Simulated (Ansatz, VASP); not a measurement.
# ZrB2 in VASP and in Ansatz

```xyz
3
Lattice="3.1650 0.0000 0.0000 -1.5825 2.7410 0.0000 0.0000 0.0000 3.5904" Properties=species:S:1:pos:R:3 pbc="T T T"
Zr    0.0000    0.0000    0.0000
B     0.0000    1.8273    1.7952
B     1.5825    0.9137    1.7952
```

Change from the starting cell: zz strain of +2 %, PAW files.

Alike in both runs: task electric field gradients; functional PBE; k mesh 12 × 12 × 9; occupations fermi-dirac, width 0.05 eV; no spin polarisation.

|  | VASP | Ansatz |
| --- | --- | --- |
| version | VASP 6.6.1 | Ansatz 0.2.0 |
| potentials or method | VASP PAW PBE potentials, release 64 (Zr_sv, B) | PAW with Ansatz's default frozen-core files, scalar-relativistic |
| plane-wave cutoff (eV) | 520 | 420 |
| valence electrons in the cell | 18 | 18 |

```csv
,VASP,Ansatz,Ansatz less VASP
pressure (GPa),-1.9,-2.0,-0.13
"traceless stress, the component that is largest in VASP (GPa)",-3.23,-3.27,-0.040
size of Vzz on the site where it differs most (V/Å²),42.8,46.7,+3.88
```
